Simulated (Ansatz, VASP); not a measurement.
**Te5Mo in VASP and in Ansatz**

```xyz
6
Lattice="3.6927 0.0000 0.0000 -1.8464 3.1980 0.0000 0.0000 0.0000 15.3578" Properties=species:S:1:pos:R:3 pbc="T T T"
Te    1.8464    1.0660   13.5980
Te    0.0000    2.1320    9.8778
Te    1.8464    1.0660    7.6789
Te    0.0000    2.1320    5.4800
Te    1.8464    1.0660    1.7598
Mo    0.0000    2.1320    0.0000
```

Change from the starting cell: species swapped into the CeMg5 type (P-6m2, No. 187).

Alike in both runs: functional PBE; k mesh 12 × 12 × 4; occupations gaussian, width 0.1 eV; no spin polarisation.

Ansatz relaxed the structure, and its values are those at the end. VASP's run is a single point on that final structure, the one shown.

|  | VASP | Ansatz |
| --- | --- | --- |
| version | VASP 6.6.1 | Ansatz 0.2.0 |
| potentials or method | VASP PAW PBE potentials, release 64 (Te, Mo_sv), cutoff 520 eV | scalar-relativistic, plane waves, PAW |
| valence electrons in the cell | 44 | 94 |

Ansatz gave:

| Property | Result |
| --- | --- |
| gap on the k mesh at the Fermi level (eV) | none |
| pressure (GPa) | 0.0 |
| rms of the force components (eV/Å) | 0.000 |

Q: Estimate VASP's values.

A: gap on the k mesh at the Fermi level (eV): none; pressure (GPa): 0.0; rms of the force components (eV/Å): 0.004.

A gap of «none» marks a metal or a gap that the smearing closes. With one functional, cell and mesh, what is left measures potentials, basis and numerics. VASP's potentials hold 44 valence electrons a cell and Ansatz's 94, so a difference there can come from the potentials and not from the codes.

Neither program's run includes spin-orbit coupling.
